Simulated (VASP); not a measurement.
# LiF (P3_212) in VASP: notebook

LiF is run at these levels: PBE; tasks: single point.

Program: VASP 6.6.1. These are calculated values, not measurements. Logs are shortened: lines on timing, memory, paths and dates and some standing lists are left out, and cuts for length are marked.

**1. The cell of the first run**

It takes space group P3_212 (No. 153, trigonal). Conventional cell: a = 3.064 Å, b = 3.064 Å, c = 5.008 Å, α = 90.00°, β = 90.00°, γ = 120.00°. Within 2.3 Å of Li (site symmetry 2) lie 5 F at 1.72 to 1.88 Å and 4 Li at 2.24 to 2.29 Å. Within 2.3 Å of F (site symmetry 2) lie 5 Li at 1.72 to 1.88 Å and 4 F at 2.24 to 2.29 Å.

The cell was generated, and may not be a known phase.

**2. Single point, PBE**

INCAR reads:

```
PREC = Accurate ; ENCUT = 520
EDIFF = 1E-6 ; ISMEAR = 0
SIGMA = 0.1 ; LREAL = False
LASPH = True ; NELM = 80
ALGO = Normal ; ISIF = 2
LWAVE = False ; LCHARG = False
GGA = PE ; NBANDS = 24
```

KPOINTS reads:

```
Automatic mesh
0
Gamma
  6 6 4
```

POSCAR reads:

```
LiF
1.0
    3.0639464700      0.0000000000      0.0000000000
   -1.5319732300      2.6534554800      0.0000000000
    0.0000000000      0.0000000000      5.0084920500
Li F
3 3
Direct
    0.1620798500      0.8379201500      0.6666666700
    0.1620798500      0.3241597000      0.3333333300
    0.6758403000      0.8379201500      0.0000000000
    0.8379201500      0.1620798500      0.6666666700
    0.8379201500      0.6758403000      0.3333333300
    0.3241597000      0.1620798500      0.0000000000
```

Potentials or basis: VASP PAW PBE potentials, release 64 (Li_sv, F).

Run with:

```sh
$ cat potpaw_PBE.64/Li_sv/POTCAR potpaw_PBE.64/F/POTCAR > POTCAR
$ mpirun -np 1 vasp_std > vasp.out
```

OUTCAR:

```text
PREC = Accurate
   ENCUT = 520
   EDIFF = 1E-6
   ISMEAR = 0
   LREAL = False
   LASPH = True
   NELM = 80
   ISIF = 2
   GGA = PE

 ion  position               nearest neighbor table
   1  0.162  0.838  0.667-   4 1.72   4 1.79   4 1.79   6 1.88   5 1.88   3 2.24   2 2.24   3 2.29
                             2 2.29
   2  0.162  0.324  0.333-   5 1.72   5 1.79   5 1.79   6 1.88   4 1.88   3 2.24   1 2.24   3 2.29
                             1 2.29
   3  0.676  0.838  0.000-   6 1.72   6 1.79   6 1.79   5 1.88   4 1.88   1 2.24   2 2.24   1 2.29
                             2 2.29
   4  0.838  0.162  0.667-   1 1.72   1 1.79   1 1.79   3 1.88   2 1.88
   5  0.838  0.676  0.333-   2 1.72   2 1.79   2 1.79   3 1.88   1 1.88
   6  0.324  0.162  0.000-   3 1.72   3 1.79   3 1.79   2 1.88   1 1.88

  LATTYP: Found a hexagonal cell.
 ALAT       =     3.0639464700
 C/A-ratio  =     1.6346539011

  Lattice vectors:

 A1 = (   3.0639464700,   0.0000000000,   0.0000000000)
 A2 = (  -1.5319732300,   2.6534554800,   0.0000000000)
 A3 = (   0.0000000000,   0.0000000000,   5.0084920500)

Analysis of symmetry for initial positions (statically):
=====================================================================
 Subroutine PRICEL returns:
 Original cell was already a primitive cell.

 Routine SETGRP: Setting up the symmetry group for a
 hexagonal supercell.

 Subroutine GETGRP returns: Found  6 space group operations
 (whereof  2 operations were pure point group operations)
 out of a pool of 24 trial point group operations.

The static configuration has the point symmetry C_2 .
 The point group associated with its full space group is D_3 .

Analysis of symmetry for dynamics (positions and initial velocities):
=====================================================================
 Subroutine PRICEL returns:
 Original cell was already a primitive cell.

 Routine SETGRP: Setting up the symmetry group for a
 hexagonal supercell.

 Subroutine GETGRP returns: Found  6 space group operations
 (whereof  2 operations were pure point group operations)
 out of a pool of 24 trial point group operations.

The dynamic configuration has the point symmetry C_2 .
 The point group associated with its full space group is D_3 .

 Subroutine INISYM returns: Found  6 space group operations
 (whereof  2 operations are pure point group operations),
 and found     1 'primitive' translations

[... 102 lines left out ...]
   LREAL  =      F    real-space projection
   EDIFFG = 0.1E-04   stopping-criterion for IOM
   NSW    =      0    number of steps for IOM
   IBRION =     -1    ionic relax: 0-MD 1-quasi-New 2-CG
   NFREE  =      0    steps in history (QN), initial steepest desc. (CG)
   ISIF   =      2    stress and relaxation
   ISYM   =      2    0-nonsym 1-usesym 2-fastsym
   POTIM  = 0.5000    time-step for ionic-motion
   TEBEG  =    0.0;   TEEND  =   0.0 temperature during run
   PSTRESS=    0.0 pullay stress
   NELECT =      30.0000    total number of electrons
   NUPDOWN=      -1.0000    fix difference up-down
   EMIN   =  10.00;   EMAX   =-10.00  energy-range for DOS
   EFERMI =   0.00;   METHOD = LEGACY
   ISMEAR =     0;   SIGMA  =   0.10  broadening in eV -4-tet -1-fermi 0-gaus
   EFERMI_NEDOS =   21; number of points for ismear=-14 and -15
   IALGO  =     38    algorithm
   IMIX   =      4    mixing-type and parameters
     AMIX     =   0.40;   BMIX     =  1.00
     AMIX_MAG =   1.60;   BMIX_MAG =  1.00
  volume/ion in A,a.u.               =       6.79        45.80
  Fermi-wavevector in a.u.,A,eV,Ry     =   1.478593  2.794135 29.745557  2.186237
  Thomas-Fermi vector in A             =   2.592855
   LORBIT       =      0    0 simple, 1 ext, 2 COOP (PROOUT), +10 PAW based schemes
   GGA     = PE    functional components
   LHFCALC =     F    Hartree Fock is set to
   AEXX    =    0.0000 exact exchange contribution
   IVDW    =     0    specifies the selected vdW correction
   LEPSILON=     F    determine dielectric tensor
   LRPA    =     F    only Hartree local field effects (RPA)
 non-spin polarized calculation
 Gauss-broadening in eV      SIGMA  =   0.10
  energy-cutoff  :      520.00
  volume of cell :       40.72
 maximum number of plane-waves:      1112
 NGX is ok and might be reduce to    24
   NGX = 11   NGY = 11   NGZ = 19

 number of electron      30.0000005 magnetization

 Free energy of the ion-electron system (eV)
  ---------------------------------------------------
  ext. energy  EPLUGINS =         0.00000000
  ---------------------------------------------------
  free energy    TOTEN  =       -25.79205036 eV

  energy without entropy =      -25.79205036  energy(sigma->0) =      -25.79205036

 E-fermi :   1.8468     XC(G=0): -10.7666

 val. band max:        1.3686751888   @ k =   0.0000   0.0000   0.0000
 cond. band min:      10.0426362082   @ k =   0.0000   0.0000   0.0000
 fundamental gap:      8.6739610193
 Fermi energy:         1.8468296268

 k-point     1 :       0.0000    0.0000    0.0000
  band No.  band energies     occupation
      1     -40.6086      2.00000
      2     -40.3622      2.00000
      3     -40.3622      2.00000
      4     -20.2903      2.00000
      5     -18.9657      2.00000
      6     -18.9657      2.00000
[... 637 lines left out ...]
     23      21.5454      0.00000
     24      22.6705      0.00000

------------------------ aborting loop because EDIFF is reached ----------------------------------------

  FORCE on cell =-STRESS in cart. coord.  units (eV):
  Direction    XX          YY          ZZ          XY          YZ          ZX
  --------------------------------------------------------------------------------------
  -------------------------------------------------------------------------------------
  Total        8.6326057      8.6326057     14.6571398      0.0000000     -0.0000000      0.0000000
  in kB      339.6663456    339.6663459    576.7131387      0.0000006     -0.0000000      0.0000000
  external PRESSURE =     418.6819434 kB  Pullay stress =       0.0000000 kB

 VOLUME and BASIS-vectors are now :
 -----------------------------------------------------------------------------
  energy-cutoff  :      520.00
  volume of cell :       40.72
      direct lattice vectors                 reciprocal lattice vectors
     3.063946470  0.000000000  0.000000000     0.326376459  0.188433536  0.000000000
    -1.531973230  2.653455480  0.000000000     0.000000000  0.376867073  0.000000000
     0.000000000  0.000000000  5.008492050     0.000000000  0.000000000  0.199660894

 POSITION                                       TOTAL-FORCE (eV/Angst)
 -----------------------------------------------------------------------------------
     -0.78707      2.22338      3.33899         0.227479     -0.131335     -0.000000
      0.00000      0.86014      1.66950         0.000000      0.262670     -0.000000
      0.78707      2.22338      0.00000        -0.227479     -0.131335     -0.000000
      2.31904      0.43007      3.33899        -0.509820      0.294345     -0.000000
      1.53197      1.79331      1.66950        -0.000000     -0.588689      0.000000
      0.74491      0.43007      0.00000         0.509820      0.294345     -0.000000
 -----------------------------------------------------------------------------------
    total drift:                               -0.000037     -0.000007     -0.000001

  FREE ENERGIE OF THE ION-ELECTRON SYSTEM (eV)
  ---------------------------------------------------
  free  energy   TOTEN  =       -25.7920503643 eV

  energy  without entropy=      -25.7920503643  energy(sigma->0) =      -25.79205036
```

OSZICAR:

```text
N       E                     dE             d eps       ncg     rms          rms(c)
DAV:   1     0.213385675529E+03    0.21339E+03   -0.16590E+04  1152   0.142E+03
DAV:   2    -0.986707152153E+01   -0.22325E+03   -0.21601E+03  1344   0.372E+02
DAV:   3    -0.276456503508E+02   -0.17779E+02   -0.17621E+02  2200   0.780E+01
DAV:   4    -0.279712947981E+02   -0.32564E+00   -0.32557E+00  1304   0.114E+01
DAV:   5    -0.279752624606E+02   -0.39677E-02   -0.39664E-02  1664   0.992E-01    0.907E+00
DAV:   6    -0.257402318285E+02    0.22350E+01   -0.58310E+00  1368   0.169E+01    0.239E+00
DAV:   7    -0.257621311474E+02   -0.21899E-01   -0.39158E-01  1584   0.397E+00    0.177E+00
DAV:   8    -0.257967145693E+02   -0.34583E-01   -0.13738E-01  1440   0.296E+00    0.633E-01
DAV:   9    -0.257914153026E+02    0.52993E-02   -0.31257E-02  1488   0.130E+00    0.158E-01
DAV:  10    -0.257920850766E+02   -0.66977E-03   -0.23005E-03  1320   0.337E-01    0.615E-02
DAV:  11    -0.257920523246E+02    0.32752E-04   -0.15514E-04  1584   0.104E-01    0.122E-02
DAV:  12    -0.257920503452E+02    0.19794E-05   -0.72562E-06  1376   0.228E-02    0.239E-03
DAV:  13    -0.257920503643E+02   -0.19065E-07   -0.51550E-07  1104   0.503E-03
   1 F= -.25792050E+02 E0= -.25792050E+02  d E =-.247398E-12
```

Wall time 26 s (1 thread of Oxide Virtual Turin-like, shared host); peak memory 0.12 GiB.

What came out:

- Free energy: -25.7921 eV
- Largest force: 0.589 eV/Å
- Band gap on the k mesh: 8.67 eV

Forces in eV/Å, atoms in the order of the input:
```
Li   0.227 -0.131  0.000
Li   0.000  0.263  0.000
Li  -0.227 -0.131  0.000
F   -0.510  0.294  0.000
F    0.000 -0.589  0.000
F    0.510  0.294  0.000
```

Caveat: the cutoff is under 1.25 times the usual one of these potentials, so pressure, stress and relaxed cells hold a basis-set (Pulay) error. A k mesh can miss the band edges.

**3. Single point, PBE**

This run uses another cell than the first one, of 11.80 Å³/atom.

INCAR reads:

```
PREC = Accurate
ENCUT = 520
EDIFF = 1E-7
ISMEAR = 0
SIGMA = 0.1
LREAL = F
LASPH = T
NELM = 60
ALGO = Normal
ISIF = 2
LWAVE = F
LCHARG = T
GGA = PE
LELF = T
LVHAR = T
NBANDS = 24
```

KPOINTS reads:

```
regular mesh
0
Gamma
  6 6 4
```

POSCAR reads:

```
LiF
1.0
    3.1403891254     -0.0000000030      0.0000000000
   -1.5701945601      2.7196567618      0.0000000000
    0.0000000000      0.0000000000      8.2890254902
Li F
3 3
Direct
    0.1656287449      0.8343712551      0.6666666667
    0.1656287449      0.3312574899      0.3333333333
    0.6687425101      0.8343712551      0.0000000000
    0.8339326281      0.1660673719      0.6666666667
    0.8339326281      0.6678652563      0.3333333333
    0.3321347437      0.1660673719      0.0000000000
```

Potentials or basis: VASP PAW PBE potentials, release 64 (Li_sv, F).

Run with:

```sh
$ cat potpaw_PBE.64/Li_sv/POTCAR potpaw_PBE.64/F/POTCAR > POTCAR
$ mpirun -np 1 vasp_std > vasp.out
```

It took 48 s on 1 thread of Oxide Virtual Turin-like, shared host; peak memory 0.14 GiB.

It converged, with:

* Free energy: -28.2894 eV
* Band gap on the k mesh: 6.73 eV (least direct gap 6.74 eV)

Forces on the atoms (eV/Å):
```
Li   0.002 -0.001  0.000
Li   0.000  0.002  0.000
Li  -0.002 -0.001  0.000
F   -0.002  0.001  0.000
F    0.000 -0.002  0.000
F    0.002  0.001  0.000
```

Levels at points of the mesh, in eV from the valence-band top:
```csv
k point,band 13,band 14,band 15,band 16,band 17,band 18
"(0.00, 0.00, 0.00)",-0.45,-0.45,-0.01,6.73,9.04,9.04
"(0.50, 0.00, 0.00)",-0.61,-0.34,-0.17,10.20,10.99,11.13
"(0.00, 0.00, 0.50)",-0.46,-0.46,-0.42,7.48,7.48,10.09
"(0.50, 0.00, 0.50)",-0.70,-0.37,-0.09,10.39,10.77,10.85
```

Caveat: the cutoff is under 1.25 times the usual one of these potentials, so pressure, stress and relaxed cells hold a basis-set (Pulay) error. A k mesh can miss the band edges.
